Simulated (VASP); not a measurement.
# NbSi (Pm-3m) in VASP: further runs, part 2 of 2

VASP 6.6.1.

## Step 4: Single point, PBE-based global hybrid with 25 % exact exchange

Input file POSCAR:

```
NbSi
1.0
    3.1564400000      0.0000000000      0.0000000000
    0.0000000000      3.1564400000      0.0000000000
    0.0000000000      0.0000000000      3.1564400000
Nb Si
1 1
Direct
    0.0000000000      0.0000000000      0.0000000000
    0.5000000000      0.5000000000      0.5000000000
```

Input file INCAR.step1:

```
PREC     = Accurate       # precision mode
ENCUT    = 400            # plane-wave cutoff, eV
EDIFF    = 1E-5           # SCF threshold, eV
ISMEAR   = -1             # smearing method
SIGMA    = 0.05           # smearing width, eV
LREAL    = F              # projectors in reciprocal space
LASPH    = T              # aspherical terms in the spheres
NELM     = 120            # most SCF steps
ALGO     = Normal         # electronic algorithm
ISIF     = 2              # what is computed and relaxed
LWAVE    = T              # write WAVECAR
LCHARG   = F              # write CHGCAR
NBANDS   = 16             # bands
GGA      = PE             # functional
GGA_COMPAT= F
```

Input file INCAR.step2:

```
PREC     = Accurate       # precision mode
ENCUT    = 400            # plane-wave cutoff, eV
EDIFF    = 1E-6           # SCF threshold, eV
ISMEAR   = -1             # smearing method
SIGMA    = 0.05           # smearing width, eV
LREAL    = F              # projectors in reciprocal space
LASPH    = T              # aspherical terms in the spheres
NELM     = 120            # most SCF steps
ALGO     = Normal         # electronic algorithm
ISIF     = 2              # what is computed and relaxed
LWAVE    = F              # write WAVECAR
LCHARG   = F              # write CHGCAR
GGA      = PE             # functional
LHFCALC  = T              # exact exchange
AEXX     = 0.25           # exact-exchange fraction
PRECFOCK = Normal       
NBANDS   = 16             # bands
ISTART   = 1            
GGA_COMPAT= F
```

Input file KPOINTS:

```
Automatic mesh
0
Gamma
  5 5 5
```

Potentials or basis: VASP PAW PBE potentials, release 64 (Nb_sv, Si).

On the command line:

```sh
> cat potpaw_PBE.64/Nb_sv/POTCAR potpaw_PBE.64/Si/POTCAR > POTCAR
> cp INCAR.step1 INCAR
> mpirun -np 1 vasp_std > vasp.out
> cp INCAR.step2 INCAR
> mpirun -np 1 vasp_std > vasp.out
```

OUTCAR:

```text
PREC = Accurate
   ENCUT = 400
   EDIFF = 1E-6
   ISMEAR = -1
   LREAL = F
   LASPH = T
   NELM = 120
   ISIF = 2
   GGA = PE
   LHFCALC = T
   AEXX = 0.25
   PRECFOCK = Normal
   ISTART = 1

 ion  position               nearest neighbor table
   1  0.000  0.000  0.000-   2 2.73   2 2.73   2 2.73   2 2.73   2 2.73   2 2.73   2 2.73   2 2.73

   2  0.500  0.500  0.500-   1 2.73   1 2.73   1 2.73   1 2.73   1 2.73   1 2.73   1 2.73   1 2.73

  LATTYP: Found a simple cubic cell.
 ALAT       =     3.1564400000

  Lattice vectors:

 A1 = (   3.1564400000,   0.0000000000,   0.0000000000)
 A2 = (   0.0000000000,   3.1564400000,   0.0000000000)
 A3 = (   0.0000000000,   0.0000000000,   3.1564400000)

Analysis of symmetry for initial positions (statically):
=====================================================================
 Subroutine PRICEL returns:
 Original cell was already a primitive cell.

 Routine SETGRP: Setting up the symmetry group for a
 simple cubic supercell.

 Subroutine GETGRP returns: Found 48 space group operations
 (whereof 48 operations were pure point group operations)
 out of a pool of 48 trial point group operations.

The static configuration has the point symmetry O_h .

Analysis of symmetry for dynamics (positions and initial velocities):
=====================================================================
 Subroutine PRICEL returns:
 Original cell was already a primitive cell.

 Routine SETGRP: Setting up the symmetry group for a
 simple cubic supercell.

 Subroutine GETGRP returns: Found 48 space group operations
 (whereof 48 operations were pure point group operations)
 out of a pool of 48 trial point group operations.

The dynamic configuration has the point symmetry O_h .

[... 105 lines left out ...]
  Fermi-wavevector in a.u.,A,eV,Ry     =   1.333604  2.520146 24.197961  1.778500
  Thomas-Fermi vector in A             =   2.462450
   LORBIT       =      0    0 simple, 1 ext, 2 COOP (PROOUT), +10 PAW based schemes
   GGA     = PE    functional components
   LHFCALC =     T    Hartree Fock is set to
   PRECFOCK=normal    Normal, Fast or Accurate (Low or Medium for compatibility)
   ENCUT4O =  -1.0   cutoff for four orbital integrals eV
   NKREDX  =     1    reduce k-point grid by
   NKREDY  =     1    reduce k-point grid by
   NKREDZ  =     1    reduce k-point grid by
   AEXX    =    0.2500 exact exchange contribution
   HFSCREEN=    0.0000 screening length (either q_TF or 0.3 A-1)
   HFSCREENC=   0.0000 screening length for correlation (either q_TF or 0.3 A-1)
   ENCUTFOCK=  -1.0 apply spherical cutoff to Coloumb kernel
   IVDW    =     0    specifies the selected vdW correction
   LEPSILON=     F    determine dielectric tensor
   LRPA    =     F    only Hartree local field effects (RPA)
 non-spin polarized calculation
  energy-cutoff  :      400.00
  volume of cell :       31.45
 maximum number of plane-waves:       588
 NGX is ok and might be reduce to    24
  NGX = 16; NGY = 16; NGZ = 16

 number of electron      17.0000003 magnetization

 Free energy of the ion-electron system (eV)
  ---------------------------------------------------
  ext. energy  EPLUGINS =         0.00000000
  ---------------------------------------------------
  free energy    TOTEN  =       -20.16105957 eV

  energy without entropy =      -20.15927285  energy(sigma->0) =      -20.16016621

 E-fermi :  11.1940     XC(G=0):  -9.4855

 val. band max:       11.0223258799   @ k =   0.2000   0.2000   0.2000
 cond. band min:      11.7015416365   @ k =   0.2000   0.2000   0.0000
 fundamental gap:      0.6792157567
 Fermi energy:        11.1939688180

 k-point     1 :       0.0000    0.0000    0.0000
  band No.  band energies     occupation
      1     -47.8280      2.00000
      2     -22.3097      2.00000
      3     -22.3097      2.00000
      4     -22.3097      2.00000
      5      -1.9552      2.00000
      6       7.5085      2.00000
[... 167 lines left out ...]
      3     -22.6330      2.00000
      4     -22.6330      2.00000
      5       3.2443      2.00000
      6       5.3173      2.00000
[... 8 lines left out ...]
     15      21.2792      0.00000
     16      21.2792      0.00000

------------------------ aborting loop because EDIFF is reached ----------------------------------------

  FORCE on cell =-STRESS in cart. coord.  units (eV):
  Direction    XX          YY          ZZ          XY          YZ          ZX
  --------------------------------------------------------------------------------------
  -------------------------------------------------------------------------------------
  Total       -1.1425432     -1.1425432     -1.1425432     -0.0000000      0.0000000     -0.0000000
  in kB      -58.2090615    -58.2090615    -58.2090615     -0.0000000      0.0000000     -0.0000000
  external PRESSURE =     -58.2090615 kB  Pullay stress =       0.0000000 kB

 VOLUME and BASIS-vectors are now :
 -----------------------------------------------------------------------------
  energy-cutoff  :      400.00
  volume of cell :       31.45
      direct lattice vectors                 reciprocal lattice vectors
     3.156440000  0.000000000  0.000000000     0.316812612  0.000000000  0.000000000
     0.000000000  3.156440000  0.000000000     0.000000000  0.316812612  0.000000000
     0.000000000  0.000000000  3.156440000     0.000000000  0.000000000  0.316812612

 POSITION                                       TOTAL-FORCE (eV/Angst)
 -----------------------------------------------------------------------------------
      0.00000      0.00000      0.00000         0.000000      0.000000      0.000000
      1.57822      1.57822      1.57822         0.000000      0.000000      0.000000
 -----------------------------------------------------------------------------------
    total drift:                                0.000000      0.000000     -0.000000

  FREE ENERGIE OF THE ION-ELECTRON SYSTEM (eV)
  ---------------------------------------------------
  free  energy   TOTEN  =       -20.1610595743 eV

  energy  without entropy=      -20.1592728535  energy(sigma->0) =      -20.16016621
```

OSZICAR.step1:

```text
N       E                     dE             d eps       ncg     rms          rms(c)
DAV:   1     0.986180621618E+02    0.98618E+02   -0.72978E+03   320   0.841E+02
DAV:   2    -0.132382519556E+02   -0.11186E+03   -0.10658E+03   400   0.292E+02
DAV:   3    -0.168315154273E+02   -0.35933E+01   -0.35248E+01   512   0.448E+01
DAV:   4    -0.169313878182E+02   -0.99872E-01   -0.99740E-01   392   0.668E+00
DAV:   5    -0.169351629094E+02   -0.37751E-02   -0.37745E-02   512   0.120E+00    0.836E+00
DAV:   6    -0.160997115436E+02    0.83545E+00   -0.20879E+00   480   0.130E+01    0.270E+00
DAV:   7    -0.160830087109E+02    0.16703E-01   -0.88448E-02   392   0.209E+00    0.163E+00
DAV:   8    -0.160752083854E+02    0.78003E-02   -0.27717E-02   440   0.124E+00    0.325E-01
DAV:   9    -0.160753005520E+02   -0.92167E-04   -0.29111E-03   480   0.332E-01    0.192E-01
DAV:  10    -0.160753609907E+02   -0.60439E-04   -0.49121E-04   384   0.234E-01    0.372E-02
DAV:  11    -0.160753434110E+02    0.17580E-04   -0.33724E-05   376   0.613E-02    0.242E-02
DAV:  12    -0.160753435181E+02   -0.10717E-06   -0.20273E-06   240   0.179E-02
   1 F= -.16075344E+02 E0= -.16064316E+02  d E =-.220548E-01
```

Run time: 6.7 min. Hardware: 1 thread of Intel Xeon Platinum 8259CL at 2.50GHz (Skylake/Cascade Lake), shared host; peak memory 0.14 GiB.

What came out:

- Free energy: -20.1611 eV
- Pressure: -5.8 GPa
- Band gap on the k mesh: zero (an odd number of electrons rules out a gap without spin polarisation)

Caveat: the k points lie up to 0.40 Å⁻¹ apart, too coarse for converged energies and pressures of a metal; the PAW data sets were made with another functional, which shifts forces and pressure a little.

## Step 5: Single point, PBE-based global hybrid with 35 % exact exchange

POSCAR is that of step 4.

Input file INCAR.step1:

```
SYSTEM = NbSi
PREC = Accurate
ENCUT = 400
EDIFF = 1E-5
ISMEAR = -1
SIGMA = 0.05
LREAL = .False.
LASPH = .True.
NELM = 120
ALGO = Normal
ISIF = 2
LWAVE = .True.
LCHARG = .False.
GGA = PE
NBANDS = 16
GGA_COMPAT = .False.
```

Input file INCAR.step2:

```
SYSTEM = NbSi
PREC = Accurate
ENCUT = 400
EDIFF = 1E-6
ISMEAR = -1
SIGMA = 0.05
LREAL = .False.
LASPH = .True.
NELM = 120
ALGO = Normal
ISIF = 2
LWAVE = .False.
LCHARG = .False.
GGA = PE
LHFCALC = .True.
AEXX = 0.35
PRECFOCK = Normal
ISTART = 1
NBANDS = 16
GGA_COMPAT = .False.
```

Input file KPOINTS:

```
Automatic mesh
0
Gamma
  5 5 5
  0 0 0
```

Potentials or basis: VASP PAW PBE potentials, release 64 (Nb_sv, Si).

On the command line:

```sh
> cat potpaw_PBE.64/Nb_sv/POTCAR potpaw_PBE.64/Si/POTCAR > POTCAR
> cp INCAR.step1 INCAR
> mpirun -np 1 vasp_std > vasp.out
> cp INCAR.step2 INCAR
> mpirun -np 1 vasp_std > vasp.out
```

OUTCAR:

```text
SYSTEM = NbSi
   PREC = Accurate
   ENCUT = 400
   EDIFF = 1E-6
   ISMEAR = -1
   LREAL = .False.
   LASPH = .True.
   NELM = 120
   ISIF = 2
   GGA = PE
   LHFCALC = .True.
   AEXX = 0.35
   PRECFOCK = Normal
   ISTART = 1

 ion  position               nearest neighbor table
   1  0.000  0.000  0.000-   2 2.73   2 2.73   2 2.73   2 2.73   2 2.73   2 2.73   2 2.73   2 2.73

   2  0.500  0.500  0.500-   1 2.73   1 2.73   1 2.73   1 2.73   1 2.73   1 2.73   1 2.73   1 2.73

  LATTYP: Found a simple cubic cell.
[... 373 lines left out ...]

  FORCE on cell =-STRESS in cart. coord.  units (eV):
  Direction    XX          YY          ZZ          XY          YZ          ZX
  --------------------------------------------------------------------------------------
  -------------------------------------------------------------------------------------
  Total       -1.4545672     -1.4545672     -1.4545672     -0.0000000     -0.0000000     -0.0000000
  in kB      -74.1057236    -74.1057236    -74.1057236     -0.0000000     -0.0000000     -0.0000000
  external PRESSURE =     -74.1057236 kB  Pullay stress =       0.0000000 kB

 VOLUME and BASIS-vectors are now :
 -----------------------------------------------------------------------------
  energy-cutoff  :      400.00
  volume of cell :       31.45
      direct lattice vectors                 reciprocal lattice vectors
     3.156440000  0.000000000  0.000000000     0.316812612  0.000000000  0.000000000
     0.000000000  3.156440000  0.000000000     0.000000000  0.316812612  0.000000000
     0.000000000  0.000000000  3.156440000     0.000000000  0.000000000  0.316812612

 POSITION                                       TOTAL-FORCE (eV/Angst)
 -----------------------------------------------------------------------------------
      0.00000      0.00000      0.00000         0.000000      0.000000      0.000000
      1.57822      1.57822      1.57822         0.000000      0.000000      0.000000
 -----------------------------------------------------------------------------------
    total drift:                               -0.000000      0.000000      0.000000

  FREE ENERGIE OF THE ION-ELECTRON SYSTEM (eV)
  ---------------------------------------------------
  free  energy   TOTEN  =       -21.8323562394 eV

  energy  without entropy=      -21.8305761745  energy(sigma->0) =      -21.83146621
```

OUTCAR.step1:

```text
SYSTEM = NbSi
   PREC = Accurate
   ENCUT = 400
   EDIFF = 1E-5
   ISMEAR = -1
   LREAL = .False.
[... 396 lines left out ...]
      0.00000      0.00000      0.00000         0.000000      0.000000      0.000000
      1.57822      1.57822      1.57822         0.000000      0.000000      0.000000
 -----------------------------------------------------------------------------------
    total drift:                                0.000000      0.000000      0.000000

  FREE ENERGIE OF THE ION-ELECTRON SYSTEM (eV)
  ---------------------------------------------------
  free  energy   TOTEN  =       -16.0753435181 eV

  energy  without entropy=      -16.0532887662  energy(sigma->0) =      -16.06431614
```

Run time: 5.8 min. Hardware: 1 thread of Intel Xeon Platinum 8259CL at 2.50GHz (Skylake/Cascade Lake), shared host; peak memory 0.14 GiB.

Results:

```yaml
Free_energy: -21.8324 eV
Pressure: -7.4 GPa
Band_gap_on_the_k_mesh: zero (an odd number of electrons rules out a gap without spin polarisation)
```

Caveat: the k points lie up to 0.40 Å⁻¹ apart, too coarse for converged energies and pressures of a metal; the PAW data sets were made with another functional, which shifts forces and pressure a little.

## Step 6: The runs side by side

```csv
level,share of exact exchange,gap on the mesh (eV),pressure (GPa)
PBE-based global hybrid with 10 % exact exchange,0.1,none,-3.3
PBE-based global hybrid with 15 % exact exchange,0.15,none,-4.2
PBE-based global hybrid with 25 % exact exchange,0.25,none,-5.8
PBE-based global hybrid with 35 % exact exchange,0.35,none,-7.4
```

Alike in all rows: task single point; potentials or basis VASP PAW PBE potentials, release 64 (Nb_sv, Si); no spin polarisation; cell as given; k mesh 5 × 5 × 5; cutoff (eV) 400; smearing fermi-dirac 0.05 eV.

Caveats: all runs use coarse meshes; the PAW data sets were made with another functional, which shifts forces and pressure a little.

Total energies depend on the potentials used, so only differences within one code and one set of settings carry meaning.
